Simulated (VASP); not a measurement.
Crystal: Ta3H8.

```xyz
11
Lattice="3.9971 0.0000 0.0000 0.0000 3.9971 0.0000 0.0000 0.0000 3.9971" Properties=species:S:1:pos:R:3 pbc="T T T"
Ta    1.9986    0.0000    0.0000
Ta    0.0000    1.9986    0.0000
Ta    0.0000    0.0000    1.9986
H     2.6714    2.6714    2.6714
H     1.3257    1.3257    2.6714
H     1.3257    2.6714    1.3257
H     2.6714    1.3257    1.3257
H     2.6714    2.6714    1.3257
H     1.3257    1.3257    1.3257
H     2.6714    1.3257    2.6714
H     1.3257    2.6714    2.6714
```

| Item | Value |
| --- | --- |
| Program | VASP 6.6.1 |
| Task | relaxation of cell and atoms |
| Functional | PBE |
| Potentials or basis | VASP PAW PBE potentials, release 64 (Ta_pv, H) |
| Cutoff | 600 eV |
| k mesh | 4 × 4 × 4 |
| Occupations | gaussian, width 0.1 eV |
| Spin | no spin polarisation |

At the start: pressure 47.4 GPa; volume 5.81 Å³/atom.

Problem. Where does the relaxation end?

Solution. Over 9 steps the energy falls by 493.0 meV/atom and the volume is 7.68 Å³/atom (+32.3 %); space group Pm-3m (No. 221, to 0.05 Å).

The path:
```tsv
step	energy change (eV)	largest force (eV/Å)	pressure (GPa)	volume (Å³)
1	0.0000	2.1893	47.41	63.86
2	-3.1881	1.6732	-8.84	81.09
3	-3.2043	1.6557	-10.90	82.28
4	-4.4300	1.0924	-4.36	80.79
5	-5.1957	0.0007	12.21	78.15
6	-5.2057	0.1145	10.24	78.42
7	-5.4197	0.0587	-0.93	84.68
8	-5.4198	0.0594	-0.77	84.57
9	-5.4227	0.0144	-0.15	84.51
```

Final structure:
```
CELL_PARAMETERS angstrom
4.38833 0.00000 0.00000
0.00000 4.38833 0.00000
0.00000 0.00000 4.38833
ATOMIC_POSITIONS crystal
Ta 0.50000 0.00000 0.00000
Ta 0.00000 0.50000 0.00000
Ta 0.00000 0.00000 0.50000
H 0.73093 0.73093 0.73093
H 0.26907 0.26907 0.73093
H 0.26907 0.73093 0.26907
H 0.73093 0.26907 0.26907
H 0.73093 0.73093 0.26907
H 0.26907 0.26907 0.26907
H 0.73093 0.26907 0.73093
H 0.26907 0.73093 0.73093
```

Caveat: the k points lie up to 0.36 Å⁻¹ apart in the final cell; the volume moved by over 15 % at a fixed basis, so the end points are rough.
